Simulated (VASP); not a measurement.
# Al3Cu2 (P-3m1) in VASP: a series of runs

Al3Cu2 is run at these levels: r2SCAN; tasks: single point.

Everything below comes from runs of VASP 6.6.1. Logs are shortened: lines on timing, memory, paths and dates and some standing lists are left out, and cuts for length are marked.

### 1 The cell of the first run

It takes space group P-3m1 (No. 164, trigonal). Conventional cell: a = 3.774 Å, b = 3.774 Å, c = 5.389 Å, α = 90.00°, β = 90.00°, γ = 120.00°. Al (site symmetry -3m) has 6 Cu at 2.34 Å and 6 Al at 2.88 Å within 3.1 Å. Al (site symmetry 3m) has 5 Cu at 2.41 to 2.75 Å and 6 Al at 2.71 to 2.88 Å within 3.2 Å. Cu (site symmetry 3m) has 8 Al at 2.34 to 2.75 Å and 3 Cu at 2.78 Å within 3.1 Å.

### 2 Single point, r2SCAN (strain -0.080 along x and y, +0.080 along z)

File POSCAR:

```
Al3Cu2
1.0
    3.7736668406      0.0000000000      0.0000000000
   -1.8868334203      3.2680913494      0.0000000000
    0.0000000000      0.0000000000      5.3890503038
Al Cu
3 2
Direct
    0.0000000000      0.0000000000      0.0000000000
    0.3333333333      0.6666666667      0.3501725384
    0.6666666667      0.3333333333      0.6498274616
    0.3333333333      0.6666666667      0.8401683181
    0.6666666667      0.3333333333      0.1598316819
```

File INCAR.step1:

```
ALGO = Normal
EDIFF = 1E-4
ENCUT = 520
GGA = PE
ISMEAR = 0
LASPH = True
LCHARG = False
LREAL = False
LWAVE = True
NBANDS = 24
NELM = 80
PREC = Accurate
SIGMA = 0.15
```

File INCAR.step2:

```
ALGO = Normal
EDIFF = 1E-6
ENCUT = 520
ISIF = 2
ISMEAR = 0
ISTART = 1
LASPH = True
LCHARG = False
LMIXTAU = True
LREAL = False
LWAVE = False
METAGGA = R2SCAN
NBANDS = 24
NELM = 80
PREC = Accurate
SIGMA = 0.15
```

File KPOINTS:

```
k-points
0
Gamma
  12 12 10
```

Potentials or basis: VASP PAW PBE potentials, release 64 (Al, Cu).

The run is started by

```sh
$ cat potpaw_PBE.64/Al/POTCAR potpaw_PBE.64/Cu/POTCAR > POTCAR
$ cp INCAR.step1 INCAR
$ mpirun -np 1 vasp_std > vasp.out
$ cp INCAR.step2 INCAR
$ mpirun -np 1 vasp_std > vasp.out
```

OUTCAR:

```text
EDIFF = 1E-6
   ENCUT = 520
   ISIF = 2
   ISMEAR = 0
   ISTART = 1
   LASPH = True
   LREAL = False
   METAGGA = R2SCAN
   NELM = 80
   PREC = Accurate

 ion  position               nearest neighbor table
   1  0.000  0.000  0.000-   4 2.34   5 2.34   5 2.34   4 2.34   5 2.34   4 2.34   2 2.88   3 2.88
                             2 2.88   3 2.88   3 2.88   2 2.88
   2  0.333  0.667  0.350-   5 2.41   5 2.41   5 2.41   4 2.64   3 2.71   3 2.71   3 2.71   4 2.75
                             1 2.88   1 2.88   1 2.88
   3  0.667  0.333  0.650-   4 2.41   4 2.41   4 2.41   5 2.64   2 2.71   2 2.71   2 2.71   5 2.75
                             1 2.88   1 2.88   1 2.88
   4  0.333  0.667  0.840-   1 2.34   1 2.34   1 2.34   3 2.41   3 2.41   3 2.41   2 2.64   2 2.75
                             5 2.78   5 2.78   5 2.78
   5  0.667  0.333  0.160-   1 2.34   1 2.34   1 2.34   2 2.41   2 2.41   2 2.41   3 2.64   3 2.75
                             4 2.78   4 2.78   4 2.78

  LATTYP: Found a hexagonal cell.
 ALAT       =     3.7736668406
 C/A-ratio  =     1.4280673232

  Lattice vectors:

 A1 = (   3.7736668406,   0.0000000000,   0.0000000000)
 A2 = (  -1.8868334203,   3.2680913494,   0.0000000000)
 A3 = (   0.0000000000,   0.0000000000,   5.3890503038)

Analysis of symmetry for initial positions (statically):
=====================================================================
 Subroutine PRICEL returns:
 Original cell was already a primitive cell.

 Routine SETGRP: Setting up the symmetry group for a
 hexagonal supercell.

 Subroutine GETGRP returns: Found 12 space group operations
 (whereof 12 operations were pure point group operations)
 out of a pool of 24 trial point group operations.

The static configuration has the point symmetry D_3d.

Analysis of symmetry for dynamics (positions and initial velocities):
=====================================================================
 Subroutine PRICEL returns:
 Original cell was already a primitive cell.

 Routine SETGRP: Setting up the symmetry group for a
 hexagonal supercell.

 Subroutine GETGRP returns: Found 12 space group operations
 (whereof 12 operations were pure point group operations)
 out of a pool of 24 trial point group operations.

The dynamic configuration has the point symmetry D_3d.

 Subroutine INISYM returns: Found 12 space group operations
 (whereof 12 operations are pure point group operations),
 and found     1 'primitive' translations

----------------------------------------------------------------------------------------

                                     Primitive cell

  volume of cell :      66.4615

  direct lattice vectors                    reciprocal lattice vectors
     3.773666841  0.000000000  0.000000000     0.264994246  0.152994499  0.000000000
    -1.886833420  3.268091349  0.000000000     0.000000000  0.305988999  0.000000000
     0.000000000  0.000000000  5.389050304     0.000000000  0.000000000  0.185561452

  length of vectors
     3.773666841  3.773666841  5.389050304     0.305988999  0.305988999  0.185561452

  position of ions in fractional coordinates (direct lattice)
     0.000000000  0.000000000  0.000000000
     0.333333333  0.666666667  0.350172538
     0.666666667  0.333333333  0.649827462
     0.333333333  0.666666667  0.840168318
     0.666666667  0.333333333  0.159831682

  ion indices of the primitive-cell ions
   primitive index   ion index
                 1           1
                 2           2
                 3           3
                 4           4
                 5           5

----------------------------------------------------------------------------------------

 KPOINTS: k-points

Automatic generation of k-mesh.
 Grid dimensions read from file:
 generate k-points for:   12   12   10

 Generating k-lattice:

  Cartesian coordinates                     Fractional coordinates (reciprocal lattice)
     0.022082854  0.012749542  0.000000000     0.083333333  0.000000000  0.000000000
     0.000000000  0.025499083  0.000000000     0.000000000  0.083333333  0.000000000
     0.000000000  0.000000000  0.018556145     0.000000000  0.000000000  0.100000000

  Length of vectors
     0.025499083  0.025499083  0.018556145

  Shift w.r.t. Gamma in fractional coordinates (k-lattice)
     0.000000000  0.000000000  0.000000000

 Subroutine IBZKPT returns following result:
 ===========================================

 Found    162 irreducible k-points:

 Following reciprocal coordinates:
            Coordinates               Weight
  0.000000  0.000000  0.000000      1.000000
  0.083333  0.000000  0.000000      6.000000
  0.166667  0.000000  0.000000      6.000000
  0.250000  0.000000  0.000000      6.000000
  0.333333  0.000000  0.000000      6.000000
  0.416667  0.000000  0.000000      6.000000
[... 16 lines left out ...]
  0.166667  0.000000  0.100000      6.000000
  0.000000  0.166667  0.100000      6.000000
 [... further k-points ...]
   k-points           NKPTS =    162   k-points in BZ     NKDIM =    162   number of bands    NBANDS=     24
   number of dos      NEDOS =    301   number of ions     NIONS =      5
   total plane-waves  NPLWV =  31360
   dimension x,y,z NGX =    28 NGY =   28 NGZ =   40
   dimension x,y,z NGXF=    56 NGYF=   56 NGZF=   80
   ions per type =               3   2
   NGX,Y,Z   is equivalent  to a cutoff of  12.34, 12.34, 12.34 a.u.
   NGXF,Y,Z  is equivalent  to a cutoff of  24.67, 24.67, 24.68 a.u.
 SYSTEM =  unknown system
   PREC   = accura    normal or accurate (medium, high low for compatibility)
   ISTART =      1    job   : 0-new  1-cont  2-samecut
   ICHARG =      0    charge: 1-file 2-atom 10-const
   ISPIN  =      1    spin polarized calculation?
   LNONCOLLINEAR =      F non collinear calculations
   LSORBIT =      F    spin-orbit coupling
   LASPH  =      T    aspherical Exc in radial PAW
   ENCUT  =  520.0 eV  38.22 Ry    6.18 a.u.   7.02  7.02 10.02*2*pi/ulx,y,z
   NELM   =     80;   NELMIN=  2; NELMDL=  0     # of ELM steps
   EDIFF  = 0.1E-05   stopping-criterion for ELM
   LREAL  =      F    real-space projection
   EDIFFG = 0.1E-04   stopping-criterion for IOM
   NSW    =      0    number of steps for IOM
   IBRION =     -1    ionic relax: 0-MD 1-quasi-New 2-CG
   NFREE  =      0    steps in history (QN), initial steepest desc. (CG)
   ISIF   =      2    stress and relaxation
   ISYM   =      2    0-nonsym 1-usesym 2-fastsym
   POTIM  = 0.5000    time-step for ionic-motion
   TEBEG  =    0.0;   TEEND  =   0.0 temperature during run
   PSTRESS=    0.0 pullay stress
   NELECT =      31.0000    total number of electrons
   NUPDOWN=      -1.0000    fix difference up-down
   EMIN   =  10.00;   EMAX   =-10.00  energy-range for DOS
   EFERMI =   0.00;   METHOD = LEGACY
   ISMEAR =     0;   SIGMA  =   0.15  broadening in eV -4-tet -1-fermi 0-gaus
   EFERMI_NEDOS =   21; number of points for ismear=-14 and -15
   IALGO  =     38    algorithm
   IMIX   =      4    mixing-type and parameters
     AMIX     =   0.40;   BMIX     =  1.00
     AMIX_MAG =   1.60;   BMIX_MAG =  1.00
  volume/ion in A,a.u.               =      13.29        89.70
  Fermi-wavevector in a.u.,A,eV,Ry     =   1.269615  2.399225 21.931536  1.611922
  Thomas-Fermi vector in A             =   2.402647
   LORBIT       =      0    0 simple, 1 ext, 2 COOP (PROOUT), +10 PAW based schemes
   METAGGA = R2SCAN    functional components
   LHFCALC =     F    Hartree Fock is set to
   AEXX    =    0.0000 exact exchange contribution
   IVDW    =     0    specifies the selected vdW correction
   LEPSILON=     F    determine dielectric tensor
   LRPA    =     F    only Hartree local field effects (RPA)
 non-spin polarized calculation
 Gauss-broadening in eV      SIGMA  =   0.15
  energy-cutoff  :      520.00
  volume of cell :       66.46
 maximum number of plane-waves:      1808
   NGX = 13   NGY = 13   NGZ = 21

 number of electron      30.9999988 magnetization

 Free energy of the ion-electron system (eV)
  ---------------------------------------------------
  ext. energy  EPLUGINS =         0.00000000
  ---------------------------------------------------
  free energy    TOTEN  =       -41.83089159 eV

  energy without entropy =      -41.81431044  energy(sigma->0) =      -41.82260101

 E-fermi :   9.2035     XC(G=0): -12.1824

 val. band max:        9.1857719325   @ k =   0.0000   0.0000   0.5000
 cond. band min:       9.2180145385   @ k =   0.0833   0.0833   0.3000
 fundamental gap:      0.0322426061
 Fermi energy:         9.2035167001

 k-point     1 :       0.0000    0.0000    0.0000
  band No.  band energies     occupation
      1      -3.1720      2.00000
      2       1.5013      2.00000
      3       2.0800      2.00000
      4       3.3260      2.00000
      5       3.3261      2.00000
      6       3.7406      2.00000
[... 16 lines left out ...]
     23      15.7700      0.00000
     24      16.2781      0.00000

 k-point     2 :       0.0833    0.0000    0.0000
  band No.  band energies     occupation
      1      -3.0684      2.00000
      2       1.5820      2.00000
      3       2.1335      2.00000
      4       3.3085      2.00000
      5       3.3573      2.00000
      6       3.7158      2.00000
[... 16 lines left out ...]
     23      15.4197      0.00000
     24      15.9550      0.00000

 k-point     3 :       0.1667    0.0000    0.0000
  band No.  band energies     occupation
      1      -2.7594      2.00000
      2       1.8136      2.00000
      3       2.2741      2.00000
      4       3.2595      2.00000
      5       3.4463      2.00000
      6       3.6471      2.00000
[... 16 lines left out ...]
     23      16.0515      0.00000
     24      16.3964      0.00000
[... 514 lines left out ...]
 k-point    23 :       0.1667    0.0000    0.1000
  band No.  band energies     occupation
      1      -2.7101      2.00000
      2       1.3441      2.00000
      3       2.5855      2.00000
      4       3.2598      2.00000
      5       3.4439      2.00000
      6       3.6710      2.00000
[... 16 lines left out ...]
     23      16.1381      0.00000
     24      16.6733      0.00000

 k-point    24 :       0.0000    0.1667    0.1000
  band No.  band energies     occupation
      1      -2.7098      2.00000
      2       1.3330      2.00000
      3       2.6089      2.00000
      4       3.2595      2.00000
      5       3.4392      2.00000
      6       3.6434      2.00000
[... 16 lines left out ...]
     23      15.7191      0.00000
     24      16.2581      0.00000

 [... further k-points ...]

------------------------ aborting loop because EDIFF is reached ----------------------------------------

  FORCE on cell =-STRESS in cart. coord.  units (eV):
  Direction    XX          YY          ZZ          XY          YZ          ZX
  --------------------------------------------------------------------------------------
  -------------------------------------------------------------------------------------
  Total       10.7459554     10.7459554     -1.3780434      0.0000000      0.0000000      0.0000000
  in kB      259.0512165    259.0512165    -33.2202961      0.0000000      0.0000000      0.0000000
  external PRESSURE =     161.6273790 kB  Pullay stress =       0.0000000 kB

 VOLUME and BASIS-vectors are now :
 -----------------------------------------------------------------------------
  energy-cutoff  :      520.00
  volume of cell :       66.46
      direct lattice vectors                 reciprocal lattice vectors
     3.773666841  0.000000000  0.000000000     0.264994246  0.152994499  0.000000000
    -1.886833420  3.268091349  0.000000000     0.000000000  0.305988999  0.000000000
     0.000000000  0.000000000  5.389050304     0.000000000  0.000000000  0.185561452

 POSITION                                       TOTAL-FORCE (eV/Angst)
 -----------------------------------------------------------------------------------
      0.00000      0.00000      0.00000         0.000000      0.000000      0.000000
     -0.00000      2.17873      1.88710         0.000000      0.000000      0.134359
      1.88683      1.08936      3.50195        -0.000000      0.000000     -0.134359
     -0.00000      2.17873      4.52771        -0.000000      0.000000     -0.436586
      1.88683      1.08936      0.86134         0.000000      0.000000      0.436586
 -----------------------------------------------------------------------------------
    total drift:                               -0.000000      0.000000     -0.000000

  FREE ENERGIE OF THE ION-ELECTRON SYSTEM (eV)
  ---------------------------------------------------
  free  energy   TOTEN  =       -41.8308915854 eV

  energy  without entropy=      -41.8143104416  energy(sigma->0) =      -41.82260101
```

Run time: 6.3 min. Hardware: 1 thread of Intel Xeon 6975P-C (Granite Rapids), shared host; peak memory 0.34 GiB.

Results:

```
Free energy            : -41.8309 eV
Pressure               : 16.2 GPa
Largest force          : 0.437 eV/Å
Band gap on the k mesh : zero (an odd number of electrons rules out a gap without spin polarisation)
```

Forces on the atoms (eV/Å):
```
Al   0.000  0.000  0.000
Al   0.000  0.000  0.134
Al   0.000  0.000 -0.134
Cu   0.000  0.000 -0.437
Cu   0.000  0.000  0.437
```

Stress tensor (GPa, compression positive):
```
25.91  0.00  0.00
 0.00 25.91  0.00
 0.00  0.00 -3.32
```

Caveat: the cell differs from its parent crystal (strain -0.080 along x and y, +0.080 along z); the stress differs along the axes, from -3 to 26 GPa; the PAW data sets were made with another functional, which shifts forces and pressure a little.

[end of part 1 of 3]

The gap in the log of VASP goes by the Fermi energy; the results here count the filled bands.